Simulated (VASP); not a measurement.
# Na3OF (Pm-3m) in VASP: a series of runs

Runs on Na3OF. Level: PBE. Tasks: single point.

All numbers are computed with VASP 6.6.1; they aren't measurements. Logs are shortened: lines on timing, memory, paths and dates and some standing lists are left out, and cuts for length are marked.

### 1 The cell of the first run

It takes space group Pm-3m (No. 221, cubic). The conventional cell has a = 4.317 Å, b = 4.317 Å, c = 4.317 Å, α = 90.00°, β = 90.00°, γ = 90.00°. Within 4.0 Å of F (site symmetry m-3m) lie 12 Na at 3.05 Å and 8 O at 3.74 Å. Within 2.9 Å of O (site symmetry m-3m) lie 6 Na at 2.16 Å. Na (site symmetry 4/mmm) has 2 O at 2.16 Å within 2.9 Å.

### 2 Single point, PBE (16.09 Å³/atom)

INCAR reads:

```
PREC     = Accurate       # precision mode
ENCUT    = 520            # plane-wave cutoff, eV
EDIFF    = 1E-7           # SCF threshold, eV
ISMEAR   = 0              # smearing method
SIGMA    = 0.01           # smearing width, eV
LREAL    = F              # projectors in reciprocal space
LASPH    = T              # aspherical terms in the spheres
NELM     = 80             # most SCF steps
ALGO     = Normal         # electronic algorithm
ISIF     = 2              # what is computed and relaxed
LWAVE    = F              # write WAVECAR
LCHARG   = F              # write CHGCAR
GGA      = PE             # functional
NBANDS   = 25             # bands
```

KPOINTS reads:

```
regular mesh
0
Gamma
  6 6 6
```

POSCAR reads:

```
Na3OF
1.0
    4.3173052066      0.0000000000      0.0000000000
    0.0000000000      4.3173052066      0.0000000000
    0.0000000000      0.0000000000      4.3173052066
F O Na
1 1 3
Direct
    0.0000000000      0.0000000000      0.0000000000
    0.5000000000      0.5000000000      0.5000000000
    0.5000000000      0.5000000000      0.0000000000
    0.5000000000      0.0000000000      0.5000000000
    0.0000000000      0.5000000000      0.5000000000
```

Potentials or basis: VASP PAW PBE potentials, release 64 (F, O, Na_pv).

Launch:

```
> cat potpaw_PBE.64/F/POTCAR potpaw_PBE.64/O/POTCAR potpaw_PBE.64/Na_pv/POTCAR > POTCAR
> mpirun -np 1 vasp_std > vasp.out
```

OUTCAR:

```text
PREC = Accurate
   ENCUT = 520
   EDIFF = 1E-7
   ISMEAR = 0
   LREAL = F
   LASPH = T
   NELM = 80
   ISIF = 2
   GGA = PE

 ion  position               nearest neighbor table
   1  0.000  0.000  0.000-
   2  0.500  0.500  0.500-   3 2.16   4 2.16   5 2.16   3 2.16   4 2.16   5 2.16
   3  0.500  0.500  0.000-   2 2.16   2 2.16
   4  0.500  0.000  0.500-   2 2.16   2 2.16
   5  0.000  0.500  0.500-   2 2.16   2 2.16

  LATTYP: Found a simple cubic cell.
 ALAT       =     4.3173052066

  Lattice vectors:

 A1 = (   4.3173052066,   0.0000000000,   0.0000000000)
 A2 = (   0.0000000000,   4.3173052066,   0.0000000000)
 A3 = (   0.0000000000,   0.0000000000,   4.3173052066)

Analysis of symmetry for initial positions (statically):
=====================================================================
 Subroutine PRICEL returns:
 Original cell was already a primitive cell.

 Routine SETGRP: Setting up the symmetry group for a
 simple cubic supercell.

 Subroutine GETGRP returns: Found 48 space group operations
 (whereof 48 operations were pure point group operations)
 out of a pool of 48 trial point group operations.

The static configuration has the point symmetry O_h .

Analysis of symmetry for dynamics (positions and initial velocities):
=====================================================================
 Subroutine PRICEL returns:
 Original cell was already a primitive cell.

 Routine SETGRP: Setting up the symmetry group for a
 simple cubic supercell.

 Subroutine GETGRP returns: Found 48 space group operations
 (whereof 48 operations were pure point group operations)
 out of a pool of 48 trial point group operations.

The dynamic configuration has the point symmetry O_h .

 Subroutine INISYM returns: Found 48 space group operations
 (whereof 48 operations are pure point group operations),
 and found     1 'primitive' translations

----------------------------------------------------------------------------------------

                                     Primitive cell

  volume of cell :      80.4708

  direct lattice vectors                    reciprocal lattice vectors
     4.317305207  0.000000000  0.000000000     0.231625969  0.000000000  0.000000000
     0.000000000  4.317305207  0.000000000     0.000000000  0.231625969  0.000000000
     0.000000000  0.000000000  4.317305207     0.000000000  0.000000000  0.231625969

  length of vectors
     4.317305207  4.317305207  4.317305207     0.231625969  0.231625969  0.231625969

  position of ions in fractional coordinates (direct lattice)
     0.000000000  0.000000000  0.000000000
     0.500000000  0.500000000  0.500000000
     0.500000000  0.500000000  0.000000000
     0.500000000  0.000000000  0.500000000
     0.000000000  0.500000000  0.500000000

  ion indices of the primitive-cell ions
   primitive index   ion index
                 1           1
                 2           2
                 3           3
                 4           4
                 5           5

----------------------------------------------------------------------------------------

 KPOINTS: regular mesh

Automatic generation of k-mesh.
 Grid dimensions read from file:
 generate k-points for:    6    6    6

 Generating k-lattice:

  Cartesian coordinates                     Fractional coordinates (reciprocal lattice)
     0.038604328  0.000000000  0.000000000     0.166666667  0.000000000  0.000000000
     0.000000000  0.038604328  0.000000000     0.000000000  0.166666667  0.000000000
     0.000000000  0.000000000  0.038604328     0.000000000  0.000000000  0.166666667

  Length of vectors
     0.038604328  0.038604328  0.038604328

  Shift w.r.t. Gamma in fractional coordinates (k-lattice)
     0.000000000  0.000000000  0.000000000

 Subroutine IBZKPT returns following result:
 ===========================================

 Found     20 irreducible k-points:

 Following reciprocal coordinates:
            Coordinates               Weight
  0.000000  0.000000  0.000000      1.000000
  0.166667  0.000000  0.000000      6.000000
  0.333333  0.000000  0.000000      6.000000
  0.500000  0.000000  0.000000      3.000000
  0.166667  0.166667  0.000000     12.000000
  0.333333  0.166667  0.000000     24.000000
[... 12 lines left out ...]
  0.500000  0.500000  0.333333      6.000000
  0.500000  0.500000  0.500000      1.000000
   k-points           NKPTS =     20   k-points in BZ     NKDIM =     20   number of bands    NBANDS=     25
   number of dos      NEDOS =    301   number of ions     NIONS =      5
   total plane-waves  NPLWV =  32768
   dimension x,y,z NGX =    32 NGY =   32 NGZ =   32
   dimension x,y,z NGXF=    64 NGYF=   64 NGZF=   64
   ions per type =               1   1   3
   NGX,Y,Z   is equivalent  to a cutoff of  12.32, 12.32, 12.32 a.u.
   NGXF,Y,Z  is equivalent  to a cutoff of  24.64, 24.64, 24.64 a.u.
 SYSTEM =  unknown system
   PREC   = accura    normal or accurate (medium, high low for compatibility)
   ISTART =      0    job   : 0-new  1-cont  2-samecut
   ICHARG =      2    charge: 1-file 2-atom 10-const
   ISPIN  =      1    spin polarized calculation?
   LNONCOLLINEAR =      F non collinear calculations
   LSORBIT =      F    spin-orbit coupling
   LASPH  =      T    aspherical Exc in radial PAW
   ENCUT  =  520.0 eV  38.22 Ry    6.18 a.u.   8.03  8.03  8.03*2*pi/ulx,y,z
   NELM   =     80;   NELMIN=  2; NELMDL= -5     # of ELM steps
   EDIFF  = 0.1E-06   stopping-criterion for ELM
   LREAL  =      F    real-space projection
   EDIFFG = 0.1E-05   stopping-criterion for IOM
   NSW    =      0    number of steps for IOM
   IBRION =     -1    ionic relax: 0-MD 1-quasi-New 2-CG
   NFREE  =      0    steps in history (QN), initial steepest desc. (CG)
   ISIF   =      2    stress and relaxation
   ISYM   =      2    0-nonsym 1-usesym 2-fastsym
   POTIM  = 0.5000    time-step for ionic-motion
   TEBEG  =    0.0;   TEEND  =   0.0 temperature during run
   PSTRESS=    0.0 pullay stress
   NELECT =      34.0000    total number of electrons
   NUPDOWN=      -1.0000    fix difference up-down
   EMIN   =  10.00;   EMAX   =-10.00  energy-range for DOS
   EFERMI =   0.00;   METHOD = LEGACY
   ISMEAR =     0;   SIGMA  =   0.01  broadening in eV -4-tet -1-fermi 0-gaus
   EFERMI_NEDOS =   21; number of points for ismear=-14 and -15
   IALGO  =     38    algorithm
   IMIX   =      4    mixing-type and parameters
     AMIX     =   0.40;   BMIX     =  1.00
     AMIX_MAG =   1.60;   BMIX_MAG =  1.00
  volume/ion in A,a.u.               =      16.09       108.61
  Fermi-wavevector in a.u.,A,eV,Ry     =   1.228443  2.321421 20.532178  1.509072
  Thomas-Fermi vector in A             =   2.363368
   LORBIT       =      0    0 simple, 1 ext, 2 COOP (PROOUT), +10 PAW based schemes
   GGA     = PE    functional components
   LHFCALC =     F    Hartree Fock is set to
   AEXX    =    0.0000 exact exchange contribution
   IVDW    =     0    specifies the selected vdW correction
   LEPSILON=     F    determine dielectric tensor
   LRPA    =     F    only Hartree local field effects (RPA)
 non-spin polarized calculation
 Gauss-broadening in eV      SIGMA  =   0.01
  energy-cutoff  :      520.00
  volume of cell :       80.47
 maximum number of plane-waves:      2192
   NGX = 17   NGY = 17   NGZ = 17

 number of electron      33.9999918 magnetization

 Free energy of the ion-electron system (eV)
  ---------------------------------------------------
  ext. energy  EPLUGINS =         0.00000000
  ---------------------------------------------------
  free energy    TOTEN  =       -18.81458699 eV

  energy without entropy =      -18.81458699  energy(sigma->0) =      -18.81458699

 E-fermi :  -0.1973     XC(G=0):  -8.1156

 val. band max:       -0.3056780467   @ k =   0.0000   0.0000   0.0000
 cond. band min:       1.7118004961   @ k =   0.0000   0.0000   0.0000
 fundamental gap:      2.0174785428
 Fermi energy:        -0.1973312352

 k-point     1 :       0.0000    0.0000    0.0000
  band No.  band energies     occupation
      1     -22.2440      2.00000
      2     -22.2440      2.00000
      3     -22.2440      2.00000
      4     -22.1823      2.00000
      5     -22.1823      2.00000
      6     -22.1823      2.00000
[... 17 lines left out ...]
     24      12.1353      0.00000
     25      12.1353      0.00000

 k-point     2 :       0.1667    0.0000    0.0000
  band No.  band energies     occupation
      1     -22.2417      2.00000
      2     -22.2385      2.00000
      3     -22.2385      2.00000
      4     -22.1843      2.00000
      5     -22.1843      2.00000
      6     -22.1831      2.00000
[... 17 lines left out ...]
     24      11.6661      0.00000
     25      11.6661      0.00000

 k-point     3 :       0.3333    0.0000    0.0000
  band No.  band energies     occupation
      1     -22.2349      2.00000
      2     -22.2250      2.00000
      3     -22.2250      2.00000
      4     -22.1907      2.00000
      5     -22.1907      2.00000
      6     -22.1848      2.00000
[... 17 lines left out ...]
     24      11.0854      0.00000
     25      11.5750      0.00000

 k-point     4 :       0.5000    0.0000    0.0000
  band No.  band energies     occupation
      1     -22.2298      2.00000
      2     -22.2146      2.00000
      3     -22.2146      2.00000
      4     -22.1975      2.00000
      5     -22.1975      2.00000
      6     -22.1857      2.00000
[... 17 lines left out ...]
     24      10.8783      0.00000
     25      11.8051      0.00000
[... 365 lines left out ...]
 k-point    18 :       0.5000    0.3333    0.3333
  band No.  band energies     occupation
      1     -22.2719      2.00000
      2     -22.2689      2.00000
      3     -22.2603      2.00000
      4     -22.2464      2.00000
      5     -22.1479      2.00000
      6     -22.1409      2.00000
[... 17 lines left out ...]
     24      10.5681      0.00000
     25      12.1074      0.00000

 k-point    19 :       0.5000    0.5000    0.3333
  band No.  band energies     occupation
      1     -22.2904      2.00000
      2     -22.2747      2.00000
      3     -22.2623      2.00000
      4     -22.2623      2.00000
      5     -22.1389      2.00000
      6     -22.1389      2.00000
[... 17 lines left out ...]
     24       9.8403      0.00000
     25      11.6296      0.00000

 k-point    20 :       0.5000    0.5000    0.5000
  band No.  band energies     occupation
      1     -22.3173      2.00000
      2     -22.2721      2.00000
      3     -22.2721      2.00000
      4     -22.2721      2.00000
      5     -22.1297      2.00000
      6     -22.1297      2.00000
[... 17 lines left out ...]
     24       9.0238      0.00000
     25      10.8673      0.00000

------------------------ aborting loop because EDIFF is reached ----------------------------------------

  FORCE on cell =-STRESS in cart. coord.  units (eV):
  Direction    XX          YY          ZZ          XY          YZ          ZX
  --------------------------------------------------------------------------------------
  -------------------------------------------------------------------------------------
  Total        1.3127975      1.3127975      1.3127975      0.0000000      0.0000000      0.0000000
  in kB       26.1378627     26.1378627     26.1378627      0.0000000      0.0000000      0.0000000
  external PRESSURE =      26.1378627 kB  Pullay stress =       0.0000000 kB

 VOLUME and BASIS-vectors are now :
 -----------------------------------------------------------------------------
  energy-cutoff  :      520.00
  volume of cell :       80.47
      direct lattice vectors                 reciprocal lattice vectors
     4.317305207  0.000000000  0.000000000     0.231625969  0.000000000  0.000000000
     0.000000000  4.317305207  0.000000000     0.000000000  0.231625969  0.000000000
     0.000000000  0.000000000  4.317305207     0.000000000  0.000000000  0.231625969

 POSITION                                       TOTAL-FORCE (eV/Angst)
 -----------------------------------------------------------------------------------
      0.00000      0.00000      0.00000         0.000000      0.000000      0.000000
      2.15865      2.15865      2.15865         0.000000      0.000000      0.000000
      2.15865      2.15865      0.00000         0.000000      0.000000      0.000000
      2.15865      0.00000      2.15865         0.000000      0.000000      0.000000
      0.00000      2.15865      2.15865         0.000000      0.000000      0.000000
 -----------------------------------------------------------------------------------
    total drift:                                0.000000     -0.000000     -0.000000

  FREE ENERGIE OF THE ION-ELECTRON SYSTEM (eV)
  ---------------------------------------------------
  free  energy   TOTEN  =       -18.8145869853 eV

  energy  without entropy=      -18.8145869853  energy(sigma->0) =      -18.81458699
```

Wall time 10 s (1 thread of Intel Xeon 6975P-C (Granite Rapids), shared host); peak memory 0.19 GiB.

Results:

```
Free energy            : -18.8146 eV
Pressure               : 2.6 GPa
Band gap on the k mesh : 2.02 eV
```

Levels at points of the mesh, in eV from the valence-band top:
| k point | band 13 | band 14 | band 15 | band 16 | band 17 | band 18 | band 19 | band 20 | band 21 | band 22 |
| --- | --- | --- | --- | --- | --- | --- | --- | --- | --- | --- |
| (0.00, 0.00, 0.00) | -2.31 | -2.31 | 0.00 | 0.00 | 0.00 | 2.02 | 7.79 | 7.79 | 10.32 | 10.32 |
| (0.50, 0.00, 0.00) | -2.27 | -2.27 | -0.83 | -0.05 | -0.05 | 4.67 | 4.92 | 8.77 | 10.14 | 10.14 |
| (0.50, 0.50, 0.00) | -2.63 | -2.26 | -0.49 | -0.49 | -0.04 | 5.37 | 6.78 | 6.78 | 7.04 | 10.32 |
| (0.50, 0.50, 0.50) | -2.46 | -2.46 | -0.63 | -0.63 | -0.63 | 6.91 | 6.91 | 6.91 | 8.69 | 8.69 |

A k mesh can miss the band edges.

[end of part 1 of 2]
